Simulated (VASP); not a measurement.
# MgO: single point with r2SCAN

MgO:

```
Mg O
1.0
     3.33754    0.00000    0.00000
    -1.66877    2.89039    0.00000
     0.00000    0.00000    4.85229
Mg O
2 2
Direct
  0.33333 0.66667 0.98154
  0.66667 0.33333 0.48154
  0.33333 0.66667 0.39346
  0.66667 0.33333 0.89346
```

This cell differs from its parent crystal: epitaxial xy strain +1.5%.

```yaml
Program: VASP 6.6.1
Task: single point
Functional: r2SCAN
Potentials_or_basis: VASP PAW PBE potentials, release 64 (Mg, O)
Cutoff: 520 eV
k_mesh: 12 × 12 × 6
Occupations: gaussian, width 0.01 eV
Spin: no spin polarisation
Dipole_correction: no
Further_INCAR_settings: ALGO = Normal; EDIFF = 1e-07; NBANDS = 16
```

* Pressure: -1.1 GPa
* Largest force: 0.005 eV/Å
* Band gap on the k mesh: 4.04 eV, direct

Forces on the atoms (eV/Å):
```
Mg   0.000  0.000  0.005
Mg   0.000  0.000  0.005
O    0.000  0.000 -0.005
O    0.000  0.000 -0.005
```

Stress tensor (GPa, compression positive):
```
-1.33  0.00  0.00
 0.00 -1.33  0.00
 0.00  0.00 -0.54
```

Levels at points of the mesh, in eV from the valence-band top:
```csv
k point,band 4,band 5,band 6,band 7,band 8,band 9,band 10,band 11,band 12,band 13
"(0.00, 0.00, 0.00)",-1.03,-1.03,-0.62,-0.62,0.00,4.04,9.39,11.39,14.66,14.66
"(0.50, 0.00, 0.00)",-2.25,-1.91,-1.57,-0.93,-0.63,8.28,8.94,9.99,11.78,13.75
"(0.00, 0.00, 0.50)",-2.09,-0.83,-0.83,-0.83,-0.83,6.67,6.67,14.41,14.41,15.15
"(0.50, 0.00, 0.50)",-3.31,-1.13,-1.13,-0.79,-0.79,8.02,8.02,11.75,11.75,14.70
```

Wall time 3.3 min on 1 thread of Intel(R) Xeon(R) Platinum 8259CL CPU @ 2.50GHz (Skylake/Cascade Lake), with other jobs on the host, peak memory 0.2 GiB.

Caveat: the cell differs from its parent crystal (epitaxial xy strain +1.5%); the PAW data sets were made with another functional, which shifts forces and pressure a little. A k mesh can miss the band edges.
